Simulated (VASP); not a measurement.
Set up this calculation in VASP 6.6.1, as the native input.

- Task: single point
- Functional: HSE06
- Potentials or basis: VASP PAW PBE potentials, release 64 (Sr_sv, Cl)
- Cutoff: 520 eV
- k mesh: 6 × 6 × 4
- Occupations: gaussian, width 0.01 eV
- Spin: no spin polarisation
- Dipole correction: no
- Grid for exact exchange (PRECFOCK): Normal
- Further INCAR settings: ALGO = Normal; EDIFF = 1e-06; NBANDS = 19
- Share of exact exchange: 0.25
- Screening parameter: 0.2079 1/Å

The system is SrCl2.

```
Sr Cl
1.0
     4.40725    0.00000    0.00000
    -2.20362    3.81679    0.00000
     0.00000    0.00000    5.77178
Sr Cl
1 2
Cartesian
  0.0000 0.0000 0.0000
  0.0000 2.5445 1.4019
  2.2036 1.2723 4.3699
```

This cell differs from its parent crystal: uniaxial z strain +3.1%.

The input as run:

POSCAR

```
SrCl2
1.0
    4.4072489055      0.0000000000      0.0000000000
   -2.2036244528      3.8167895130      0.0000000000
    0.0000000000      0.0000000000      5.7717814611
Sr Cl
1 2
Direct
    0.0000000000      0.0000000000      0.0000000000
    0.3333333333      0.6666666667      0.2428889105
    0.6666666667      0.3333333333      0.7571110895
```

INCAR.step1

```
SYSTEM = SrCl2
PREC = Accurate
ENCUT = 520
EDIFF = 1E-5
ISMEAR = 0
SIGMA = 0.01
LREAL = .FALSE.
LASPH = .TRUE.
NELM = 80
ALGO = Normal
ISIF = 2
LWAVE = .TRUE.
LCHARG = .FALSE.
NBANDS = 19
GGA = PE
KPAR = 4
```

INCAR.step2

```
SYSTEM = SrCl2
PREC = Accurate
ENCUT = 520
EDIFF = 1E-6
ISMEAR = 0
SIGMA = 0.01
LREAL = .FALSE.
LASPH = .TRUE.
NELM = 80
ALGO = Normal
ISIF = 2
LWAVE = .FALSE.
LCHARG = .FALSE.
GGA = PE
LHFCALC = .TRUE.
HFSCREEN = 0.2079
PRECFOCK = Normal
NBANDS = 19
ISTART = 1
KPAR = 4
```

KPOINTS

```
Automatic mesh
0
G
  6 6 4
  0 0 0
```

Potentials or basis: VASP PAW PBE potentials, release 64 (Sr_sv, Cl).

Run with:

```sh
$ cat potpaw_PBE.64/Sr_sv/POTCAR potpaw_PBE.64/Cl/POTCAR > POTCAR
$ cp INCAR.step1 INCAR
$ mpirun -np 4 vasp_std > vasp.out
$ cp INCAR.step2 INCAR
$ mpirun -np 4 vasp_std > vasp.out
```

Results of the run:

- Pressure: 0.6 GPa
- Largest force: 0.038 eV/Å
- Band gap on the k mesh: 6.50 eV

Caveat: the cell differs from its parent crystal (uniaxial z strain +3.1%); the PAW data sets were made with another functional, which shifts forces and pressure a little.

Wall time 17 min on 4 MPI ranks on Intel(R) Xeon(R) 6975P-C (Granite Rapids), with other jobs on the host, peak memory 0.39 GiB a rank.
